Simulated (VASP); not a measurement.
Crystal: KAgCl2.

```
K Ag Cl
1.0
     2.09824    1.21142    6.67169
    -2.09824    1.21142    6.67169
     0.00000   -2.42284    6.67169
K Ag Cl
1 1 2
Direct
  0.00000 0.00000 0.00000
  0.50000 0.50000 0.50000
  0.23835 0.23835 0.23835
  0.76165 0.76165 0.76165
```

Base run:

| Item | Value |
| --- | --- |
| Program | VASP 6.6.1 |
| Functional | PBE |
| Potentials or basis | VASP PAW PBE potentials, release 64 (K_sv, Ag, Cl) |
| Cutoff | 520 eV |
| k mesh | 6 × 6 × 6 |
| Occupations | gaussian, width 0.01 eV |
| Spin | no spin polarisation |

Its results: band gap on the k mesh 2.57 eV (least direct gap 2.69 eV); pressure 1.1 GPa; largest force 0.004 eV/Å.

The run is repeated on the same cell with these changes: functional from PBE to r2SCAN. What comes out?

Band gap on the k mesh 3.08 eV (least direct gap 3.19 eV); pressure 0.0 GPa; largest force 0.006 eV/Å.

Caveats: the PAW data sets were made with another functional, which shifts forces and pressure a little (at least some runs).

A k mesh can miss the band edges.
